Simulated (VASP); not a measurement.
# BaTiO3 in VASP: notebook

Runs on BaTiO3. Level: PBE. Tasks: single point, relaxation of shape and atoms at fixed volume.

Everything below comes from runs of VASP 6.6.1. Logs are shortened: lines on timing, memory, paths and dates and some standing lists are left out, and cuts for length are marked.

### Step 1. The cell of the first run

The typed cell holds 5 atoms: a = 3.890 Å, b = 3.890 Å, c = 3.890 Å, α = 90.00°, β = 90.00°, γ = 90.00°.

### Step 2. Single point, PBE (11.78 Å³/atom)

Contents of INCAR:

```
SYSTEM = BaTiO3
PREC = Accurate
ENCUT = 520
EDIFF = 1E-6
ISMEAR = 0
SIGMA = 0.02
LREAL = .FALSE.
LASPH = .TRUE.
NELM = 80
ALGO = Normal
ISIF = 2
LWAVE = .FALSE.
LCHARG = .FALSE.
GGA = PE
NBANDS = 28
```

Contents of KPOINTS:

```
Automatic mesh
0
G
  6 6 6
  0 0 0
```

Contents of POSCAR:

```
BaTiO3
1.0
    2.7508935007      1.5882291031      2.2461042195
   -2.7508935007      1.5882291031      2.2461042195
    0.0000000000     -3.1764582062      2.2461042195
Ba Ti O
1 1 3
Direct
   -0.0042407726     -0.0042407726     -0.0042407726
    0.4958094776      0.4958094776      0.4958094776
    0.4957164100      0.4957164100      0.9956984748
    0.4957164100      0.9956984748      0.4957164100
    0.9956984748      0.4957164100      0.4957164100
```

Potentials or basis: VASP PAW PBE potentials, release 64 (Ba_sv, Ti_sv, O).

The run is started by

```bash
cat potpaw_PBE.64/Ba_sv/POTCAR potpaw_PBE.64/Ti_sv/POTCAR potpaw_PBE.64/O/POTCAR > POTCAR
mpirun -np 1 vasp_std > vasp.out
```

OUTCAR:

```text
SYSTEM = BaTiO3
   PREC = Accurate
   ENCUT = 520
   EDIFF = 1E-6
   ISMEAR = 0
   LREAL = .FALSE.
   LASPH = .TRUE.
   NELM = 80
   ISIF = 2
   GGA = PE

 ion  position               nearest neighbor table
   1  0.996  0.996  0.996-   3 2.75   4 2.75   5 2.75   5 2.75   4 2.75   4 2.75   5 2.75   3 2.75
                             3 2.75   3 2.75   4 2.75   5 2.75   2 3.37   2 3.37   2 3.37   2 3.37
   2  0.496  0.496  0.496-   3 1.94   4 1.94   5 1.94   3 1.95   4 1.95   5 1.95   1 3.37   1 3.37
                             1 3.37   1 3.37   1 3.37   1 3.37   1 3.37   1 3.37
   3  0.496  0.496  0.996-   2 1.94   2 1.95   1 2.75   1 2.75   1 2.75   1 2.75
   4  0.496  0.996  0.496-   2 1.94   2 1.95   1 2.75   1 2.75   1 2.75   1 2.75
   5  0.996  0.496  0.496-   2 1.94   2 1.95   1 2.75   1 2.75   1 2.75   1 2.75

  LATTYP: Found a simple cubic cell.
 ALAT       =     3.8903561406

  Lattice vectors:

 A1 = (   2.7508935007,   1.5882291031,   2.2461042195)
 A2 = (  -2.7508935007,   1.5882291031,   2.2461042195)
 A3 = (   0.0000000000,  -3.1764582062,   2.2461042195)

Analysis of symmetry for initial positions (statically):
=====================================================================
 Subroutine PRICEL returns:
 Original cell was already a primitive cell.

 Routine SETGRP: Setting up the symmetry group for a
 simple cubic supercell.

 Subroutine GETGRP returns: Found  6 space group operations
 (whereof  6 operations were pure point group operations)
 out of a pool of 48 trial point group operations.

The static configuration has the point symmetry C_3v.

Analysis of symmetry for dynamics (positions and initial velocities):
=====================================================================
 Subroutine PRICEL returns:
 Original cell was already a primitive cell.

 Routine SETGRP: Setting up the symmetry group for a
 simple cubic supercell.

 Subroutine GETGRP returns: Found  6 space group operations
 (whereof  6 operations were pure point group operations)
 out of a pool of 48 trial point group operations.

The dynamic configuration has the point symmetry C_3v.

 Subroutine INISYM returns: Found  6 space group operations
 (whereof  6 operations are pure point group operations),
 and found     1 'primitive' translations

[... 94 lines left out ...]
   ISPIN  =      1    spin polarized calculation?
   LNONCOLLINEAR =      F non collinear calculations
   LSORBIT =      F    spin-orbit coupling
   LASPH  =      T    aspherical Exc in radial PAW
   ENCUT  =  520.0 eV  38.22 Ry    6.18 a.u.   7.23  7.23  7.23*2*pi/ulx,y,z
   NELM   =     80;   NELMIN=  2; NELMDL= -5     # of ELM steps
   EDIFF  = 0.1E-05   stopping-criterion for ELM
   LREAL  =      F    real-space projection
   EDIFFG = 0.1E-04   stopping-criterion for IOM
   NSW    =      0    number of steps for IOM
   IBRION =     -1    ionic relax: 0-MD 1-quasi-New 2-CG
   NFREE  =      0    steps in history (QN), initial steepest desc. (CG)
   ISIF   =      2    stress and relaxation
   ISYM   =      2    0-nonsym 1-usesym 2-fastsym
   POTIM  = 0.5000    time-step for ionic-motion
   TEBEG  =    0.0;   TEEND  =   0.0 temperature during run
   PSTRESS=    0.0 pullay stress
   NELECT =      40.0000    total number of electrons
   NUPDOWN=      -1.0000    fix difference up-down
   EMIN   =  10.00;   EMAX   =-10.00  energy-range for DOS
   EFERMI =   0.00;   METHOD = LEGACY
   ISMEAR =     0;   SIGMA  =   0.02  broadening in eV -4-tet -1-fermi 0-gaus
   EFERMI_NEDOS =   21; number of points for ismear=-14 and -15
   IALGO  =     38    algorithm
   IMIX   =      4    mixing-type and parameters
     AMIX     =   0.40;   BMIX     =  1.00
     AMIX_MAG =   1.60;   BMIX_MAG =  1.00
  volume/ion in A,a.u.               =      11.78        79.47
  Fermi-wavevector in a.u.,A,eV,Ry     =   1.439148  2.719595 28.179666  2.071147
  Thomas-Fermi vector in A             =   2.558036
   LORBIT       =      0    0 simple, 1 ext, 2 COOP (PROOUT), +10 PAW based schemes
   GGA     = PE    functional components
   LHFCALC =     F    Hartree Fock is set to
   AEXX    =    0.0000 exact exchange contribution
   IVDW    =     0    specifies the selected vdW correction
   LEPSILON=     F    determine dielectric tensor
   LRPA    =     F    only Hartree local field effects (RPA)
 non-spin polarized calculation
 Gauss-broadening in eV      SIGMA  =   0.02
  energy-cutoff  :      520.00
  volume of cell :       58.88
 maximum number of plane-waves:      1622
 NGX is ok and might be reduce to    30
   NGX = 15   NGY = 15   NGZ = 15

 number of electron      39.9999998 magnetization

 Free energy of the ion-electron system (eV)
  ---------------------------------------------------
  ext. energy  EPLUGINS =         0.00000000
  ---------------------------------------------------
  free energy    TOTEN  =       -39.55407096 eV

  energy without entropy =      -39.55407096  energy(sigma->0) =      -39.55407096

 E-fermi :   4.7527     XC(G=0): -11.7161

 val. band max:        4.5200690109   @ k =   0.5000   0.5000   0.5000
 cond. band min:       6.4261816714   @ k =   0.0000   0.0000   0.0000
 fundamental gap:      1.9061126605
 Fermi energy:         4.7526821665

 k-point     1 :       0.0000    0.0000    0.0000
  band No.  band energies     occupation
      1     -51.7549      2.00000
      2     -28.0185      2.00000
      3     -28.0185      2.00000
      4     -28.0185      2.00000
      5     -20.1285      2.00000
      6     -12.5524      2.00000
[... 733 lines left out ...]
     27      13.1642      0.00000
     28      13.6725      0.00000

 [... further k-points ...]
[... 5 lines left out ...]
  --------------------------------------------------------------------------------------
  -------------------------------------------------------------------------------------
  Total        8.2143034      8.2143034      8.2136235      0.0000000      0.0000000      0.0000000
  in kB      223.5183796    223.5183796    223.4998784      0.0000000      0.0000000      0.0000000
  external PRESSURE =     223.5122125 kB  Pullay stress =       0.0000000 kB

 VOLUME and BASIS-vectors are now :
 -----------------------------------------------------------------------------
  energy-cutoff  :      520.00
  volume of cell :       58.88
      direct lattice vectors                 reciprocal lattice vectors
     2.750893501  1.588229103  2.246104219     0.181759127  0.104938681  0.148405105
    -2.750893501  1.588229103  2.246104219    -0.181759127  0.104938681  0.148405105
     0.000000000 -3.176458206  2.246104219     0.000000000 -0.209877361  0.148405105

 POSITION                                       TOTAL-FORCE (eV/Angst)
 -----------------------------------------------------------------------------------
      0.00000      0.00000      6.70974         0.000000     -0.000000     -0.000255
      0.00000      0.00000      3.34092         0.000000      0.000000     -0.001081
      0.00000     -1.58817      4.46330         0.000000     -0.000899      0.000445
     -1.37540      0.79409      4.46330        -0.000779      0.000450      0.000445
      1.37540      0.79409      4.46330         0.000779      0.000450      0.000445
 -----------------------------------------------------------------------------------
    total drift:                                0.000000      0.000007      0.001153

  FREE ENERGIE OF THE ION-ELECTRON SYSTEM (eV)
  ---------------------------------------------------
  free  energy   TOTEN  =       -39.5540709643 eV

  energy  without entropy=      -39.5540709643  energy(sigma->0) =      -39.55407096
```

stdout:

```text
POSCAR found type information on POSCAR BaTiO
 POSCAR found :  3 types and       5 ions
 scaLAPACK will be used
 LDA part: xc-table for (Slater+PW92), standard interpolation
 POSCAR, INCAR and KPOINTS ok, starting setup
 FFT: planning ... GRIDC
 FFT: planning ... GRID_SOFT
 FFT: planning ... GRID
 WAVECAR not read
 entering main loop
```

Wall time 74 s (1 thread of Intel Xeon 8259CL, shared host); peak memory 0.21 GiB.

What came out:

```yaml
Free_energy: -39.5541 eV
Pressure: 22.4 GPa
Band_gap_on_the_k_mesh: 1.91 eV (least direct gap 1.96 eV)
```

Caveat: the cell stands under pressure; spin-orbit coupling is left out, which moves the levels of the heavy elements. A k mesh can miss the band edges.

### Step 3. Single point, PBE (12.18 Å³/atom)

This run uses another cell than the first one, of 12.18 Å³/atom.

Contents of INCAR:

```
SYSTEM = BaTiO3
  PREC = Accurate
  ENCUT = 520
  EDIFF = 1E-7
  ISMEAR = 0
  SIGMA = 0.02
  LREAL = .False.
  LASPH = .True.
  NELM = 100
  ALGO = Normal
  ISIF = 2
  LWAVE = .False.
  LCHARG = .False.
  GGA = PE
  NBANDS = 28
```

Contents of KPOINTS:

```
regular mesh
0
Gamma
  6 6 6
  0 0 0
```

Contents of POSCAR:

```
BaTiO3
1.0
    2.7811563038      1.6057013406      2.2724031556
   -2.7811563038      1.6057013406      2.2724031556
    0.0000000000     -3.2114026813      2.2724031556
Ba Ti O
1 1 3
Direct
   -0.0017276992     -0.0017276992     -0.0017276992
    0.5042104875      0.5042104875      0.5042104875
    0.4926779986      0.4926779986      0.9908612144
    0.4926779986      0.9908612144      0.4926779986
    0.9908612144      0.4926779986      0.4926779986
```

Potentials or basis: VASP PAW PBE potentials, release 64 (Ba_sv, Ti_sv, O).

The run is started by

```bash
cat potpaw_PBE.64/Ba_sv/POTCAR potpaw_PBE.64/Ti_sv/POTCAR potpaw_PBE.64/O/POTCAR > POTCAR
mpirun -np 1 vasp_std > vasp.out
```

OUTCAR:

```text
SYSTEM = BaTiO3
   PREC = Accurate
   ENCUT = 520
   EDIFF = 1E-7
   ISMEAR = 0
   LREAL = .False.
   LASPH = .True.
   NELM = 100
   ISIF = 2
   GGA = PE

 ion  position               nearest neighbor table
   1  0.998  0.998  0.998-   3 2.75   4 2.75   5 2.75   5 2.78   4 2.78   4 2.78   5 2.78   3 2.78
                             3 2.78   3 2.81   4 2.81   5 2.81   2 3.37   2 3.39   2 3.39   2 3.39
   2  0.504  0.504  0.504-   4 1.92   5 1.92   3 1.92   4 2.02   5 2.02   3 2.02   1 3.37   1 3.39
                             1 3.39   1 3.39   1 3.42   1 3.42   1 3.42   1 3.45
   3  0.493  0.493  0.991-   2 1.92   2 2.02   1 2.75   1 2.78   1 2.78   1 2.81
   4  0.493  0.991  0.493-   2 1.92   2 2.02   1 2.75   1 2.78   1 2.78   1 2.81
   5  0.991  0.493  0.493-   2 1.92   2 2.02   1 2.75   1 2.78   1 2.78   1 2.81

  LATTYP: Found a trigonal (rhomboedric) cell.
 ALAT       =     3.9340720994
 COS(alpha) =     0.0004692477

  Lattice vectors:

 A1 = (   2.7811563038,   1.6057013406,   2.2724031556)
 A2 = (  -2.7811563038,   1.6057013406,   2.2724031556)
 A3 = (   0.0000000000,  -3.2114026813,   2.2724031556)

Analysis of symmetry for initial positions (statically):
[... 177 lines left out ...]

  energy without entropy =      -39.78418268  energy(sigma->0) =      -39.78418268

 E-fermi :   4.4641     XC(G=0): -11.5325

 val. band max:        4.2317103511   @ k =   0.5000   0.5000   0.5000
 cond. band min:       6.2127958577   @ k =   0.0000   0.0000   0.0000
 fundamental gap:      1.9810855066
 Fermi energy:         4.4640618300

 k-point     1 :       0.0000    0.0000    0.0000
  band No.  band energies     occupation
      1     -52.1195      2.00000
      2     -28.3700      2.00000
      3     -28.3700      2.00000
      4     -28.3684      2.00000
      5     -20.4690      2.00000
      6     -12.7622      2.00000
[... 733 lines left out ...]
     27      12.6940      0.00000
     28      13.1840      0.00000

 [... further k-points ...]
[... 5 lines left out ...]
  --------------------------------------------------------------------------------------
  -------------------------------------------------------------------------------------
  Total        5.6345405      5.6345405      5.6252092      0.0000000     -0.0000000      0.0000000
  in kB      148.2662448    148.2662447    148.0207020      0.0000000     -0.0000000      0.0000000
  external PRESSURE =     148.1843972 kB  Pullay stress =       0.0000000 kB

 VOLUME and BASIS-vectors are now :
 -----------------------------------------------------------------------------
  energy-cutoff  :      520.00
  volume of cell :       60.89
      direct lattice vectors                 reciprocal lattice vectors
     2.781156304  1.605701341  2.272403156     0.179781337  0.103796804  0.146687586
    -2.781156304  1.605701341  2.272403156    -0.179781337  0.103796804  0.146687586
     0.000000000 -3.211402681  2.272403156     0.000000000 -0.207593607  0.146687586

 POSITION                                       TOTAL-FORCE (eV/Angst)
 -----------------------------------------------------------------------------------
      0.00000     -0.00000      6.80543         0.000000      0.000000     -0.020032
      0.00000     -0.00000      3.43731         0.000000      0.000000     -0.027276
      0.00000     -1.59987      4.49076         0.000000     -0.009913      0.015770
     -1.38553      0.79993      4.49076        -0.008585      0.004957      0.015770
      1.38553      0.79993      4.49076         0.008585      0.004957      0.015770
 -----------------------------------------------------------------------------------
    total drift:                                0.000000     -0.000004      0.000744

  FREE ENERGIE OF THE ION-ELECTRON SYSTEM (eV)
  ---------------------------------------------------
  free  energy   TOTEN  =       -39.7841826842 eV

  energy  without entropy=      -39.7841826842  energy(sigma->0) =      -39.78418268
```

stdout:

```text
POSCAR found type information on POSCAR BaTiO
 POSCAR found :  3 types and       5 ions
 scaLAPACK will be used
 LDA part: xc-table for (Slater+PW92), standard interpolation
 POSCAR, INCAR and KPOINTS ok, starting setup
 FFT: planning ... GRIDC
 FFT: planning ... GRID_SOFT
 FFT: planning ... GRID
 WAVECAR not read
 entering main loop
```

Run time: 76 s. Hardware: 1 thread of Intel Xeon 8259CL, shared host; peak memory 0.2 GiB.

Results:

* Free energy: -39.7842 eV
* Pressure: 14.8 GPa
* Largest force: 0.027 eV/Å
* Band gap on the k mesh: 1.98 eV (least direct gap 2.13 eV)

Forces on the atoms (eV/Å):
```
Ba   0.000  0.000 -0.020
Ti   0.000  0.000 -0.027
O    0.000 -0.010  0.016
O   -0.009  0.005  0.016
O    0.009  0.005  0.016
```

Levels at points of the mesh, in eV from the valence-band top:
| k point | band 16 | band 17 | band 18 | band 19 | band 20 | band 21 | band 22 | band 23 | band 24 | band 25 |
| --- | --- | --- | --- | --- | --- | --- | --- | --- | --- | --- |
| (0.00, 0.00, 0.00) | -1.22 | -1.17 | -0.20 | -0.15 | -0.15 | 1.98 | 1.98 | 2.03 | 4.38 | 4.38 |
| (0.50, 0.00, 0.00) | -2.06 | -1.87 | -1.82 | -0.77 | -0.73 | 2.17 | 3.80 | 3.83 | 4.38 | 6.47 |
| (0.50, 0.50, 0.00) | -2.88 | -1.67 | -0.84 | -0.83 | -0.10 | 3.83 | 3.83 | 4.25 | 5.25 | 8.13 |
| (0.50, 0.50, 0.50) | -2.37 | -2.36 | 0.00 | 0.00 | 0.00 | 4.51 | 4.55 | 4.55 | 6.94 | 6.94 |

Caveat: the cell stands under pressure; spin-orbit coupling is left out, which moves the levels of the heavy elements. A k mesh can miss the band edges.

(Part 1 of 3 ends here.)
